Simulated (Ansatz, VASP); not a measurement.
**Two plane-wave programs on Li2S**

```
Li S
1.0
     0.00000    2.88257    2.88257
     2.88257    0.00000    2.88257
     2.88257    2.88257    0.00000
Li S
2 1
Cartesian
  1.4413 1.4413 1.4413
  4.3238 4.3238 4.3238
  0.0000 0.0000 0.0000
```

Alike in both runs: task relaxation of cell and atoms; functional r2SCAN; k mesh 5 × 5 × 5; occupations tetrahedron; no spin polarisation.

|  | VASP | Ansatz |
| --- | --- | --- |
| version | VASP 6.6.1 | Ansatz 0.2.0 |
| potentials or method | VASP PAW PBE potentials, release 64 (Li_sv, S), cutoff 830 eV | PAW plane waves |
| valence electrons in the cell | 12 | 12 |

Ansatz gave:

| Property | Result |
| --- | --- |
| gap on the k mesh at the Fermi level, each at its own relaxed structure (eV) | 4.17 |
| relaxed volume (Å³/atom) | 15.35 |
| relaxed length of the cell vector where the two differ most in proportion (Å) | 4.023 |

What did VASP give for the same quantities?

gap on the k mesh at the Fermi level, each at its own relaxed structure (eV): 4.16; relaxed volume (Å³/atom): 15.30; relaxed length of the cell vector where the two differ most in proportion (Å): 4.019.

VASP's potentials were made for PBE, not for r2SCAN. Ansatz's warnings: band table not solved further, forces under tetrahedra, tetrahedron derivatives may miss energy slope.
